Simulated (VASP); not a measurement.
Here is a VASP 6.6.1 calculation.

File INCAR:

```
SYSTEM = P
  PREC = Accurate
  ENCUT = 520
  EDIFF = 1E-6
  ISMEAR = -1
  SIGMA = 0.1
  LREAL = .False.
  LASPH = .True.
  NELM = 60
  ALGO = Normal
  ISIF = 2
  LWAVE = .False.
  LCHARG = .False.
  NBANDS = 8
```

File KPOINTS:

```
Automatic mesh
0
Gamma
  16 16 16
  0 0 0
```

POSCAR

```
P
1.0
   -1.5231959010      1.5231959010      1.5231959010
    1.5231959010     -1.5231959010      1.5231959010
    1.5231959010      1.5231959010     -1.5231959010
P
1
Direct
    0.0000000000      0.0000000000      0.0000000000
```

Potentials or basis: VASP PAW LDA potentials, release 64 (P).

The run is started by

```sh
$ cat potpaw_LDA.64/P/POTCAR > POTCAR
$ mpirun -np 1 vasp_std > vasp.out
```

**Question.** Estimate the band gap on the k mesh.

**Answer.** Zero (an odd number of electrons rules out a gap without spin polarisation).

**Question.** Estimate the pressure.

**Answer.** -4.1 GPa.

Caveat: the cell stands under tension.
